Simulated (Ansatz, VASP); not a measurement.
## One calculation of Ge, two programs

```
Ge
1.0
     8.54519    0.00000    0.00000
     0.00000    3.88262    0.00000
     0.00000    0.00000    5.20038
Ge
8
Direct
  0.15163 0.25000 0.52000
  0.34837 0.75000 0.02000
  0.65163 0.25000 0.98000
  0.84837 0.75000 0.48000
  0.06387 0.75000 0.83676
  0.43613 0.25000 0.33676
  0.56387 0.75000 0.66324
  0.93613 0.25000 0.16324
```

Alike in both runs: functional PBE; k mesh 6 × 10 × 8; occupations gaussian, width 0.1 eV; no spin polarisation.

Ansatz relaxed the structure, and its values are those at the end. VASP's run is a single point on that final structure, the one shown.

|  | VASP | Ansatz |
| --- | --- | --- |
| version | VASP 6.6.1 | Ansatz 0.2.0 |
| potentials or method | VASP PAW PBE potentials, release 64 (Ge_d), cutoff 520 eV | scalar-relativistic, plane waves, PAW |
| valence electrons in the cell | 112 | 112 |

|  | VASP | Ansatz | Ansatz less VASP |
| --- | --- | --- | --- |
| gap on the k mesh at the Fermi level (eV) | none | none | - |
| pressure (GPa) | 0.0 | 0.0 | -0.01 |

A gap of «none» marks a metal or a gap that the smearing closes.
